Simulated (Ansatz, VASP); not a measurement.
# One calculation of ZnSe, two programs

INCAR

```
SYSTEM = ZnSe
ALGO     = Normal         ! electronic algorithm
DIPOL    = 0.5 0.5 0.500
EDIFF    = 1E-6           ! SCF threshold, eV
ENCUT    = 520            ! plane-wave cutoff, eV
GGA      = PE             ! functional
IDIPOL   = 3            
ISIF     = 2              ! what is computed and relaxed
ISMEAR   = -1             ! smearing method
LASPH    = .TRUE.         ! aspherical terms in the spheres
LCHARG   = .FALSE.        ! write CHGCAR
LDIPOL   = .TRUE.       
LREAL    = .FALSE.        ! projectors in reciprocal space
LWAVE    = .FALSE.        ! write WAVECAR
NBANDS   = 26             ! bands
NELM     = 60             ! most SCF steps
PREC     = Accurate       ! precision mode
SIGMA    = 0.02           ! smearing width, eV
```

Contents of KPOINTS:

```
k-points
0
G
  6 5 1
  0 0 0
```

Contents of POSCAR:

```
ZnSe
1.0
    4.0536314812      0.0000000000      0.0000000000
    0.0000000000      5.7327006175      0.0000000000
    0.0000000000      0.0000000000     18.0268000000
Zn Se
2 2
Direct
    0.0000000000      0.8750000000      0.4437832632
    0.5000000000      0.3750000000      0.5562167368
    0.5000000000      0.6250000000      0.4437832632
    0.0000000000      0.1250000000      0.5562167368
```

Input for Ansatz:

```yaml
crystal:
  lattice:
    - [4.0536314812, 0.0, 0.0]
    - [0.0, 5.7327006175, 0.0]
    - [0.0, 0.0, 18.0268]
  atoms:
    - { symbol: Zn, position: [0.0, 0.875, 0.4437832632] }
    - { symbol: Se, position: [0.5, 0.625, 0.4437832632] }
    - { symbol: Zn, position: [0.5, 0.375, 0.5562167368] }
    - { symbol: Se, position: [0.0, 0.125, 0.5562167368] }
kpoints:
  mp_grid: { grid: [6, 5, 1] }
scf:
  occupations: { method: fermi_dirac, width: 0.02 }
hamiltonian:
  xc: pbe
  pseudopotentials: { kind: all_electron, lapw: { basis_error: 0.001 } }
output:
  forces: true
  stress: true
  eigenvalues: true
  populations: true
  dos: { projected: true, de: 0.2, e_range: [-14, 8] }
efield:
  axis: 3
  amplitude: 0
  dipole_correction: true
```

Alike in both runs: task single point; functional PBE; k mesh 6 × 5 × 1; occupations fermi-dirac, width 0.02 eV; no spin polarisation.

|  | VASP | Ansatz |
| --- | --- | --- |
| version | VASP 6.6.1 | Ansatz 0.2.0 |
| potentials or method | VASP PAW PBE potentials, release 64 (Zn, Se), cutoff 520 eV | all-electron LAPW, scalar-relativistic |

|  | VASP | Ansatz | Ansatz less VASP |
| --- | --- | --- | --- |
| gap on the k mesh at the Fermi level (eV) | 1.45 | 1.47 | +0.014 |
| rms of the force components (eV/Å) | 0.578 | 0.580 | +0.0020 |

Ansatz ran all-electron here, and VASP with PAW potentials.
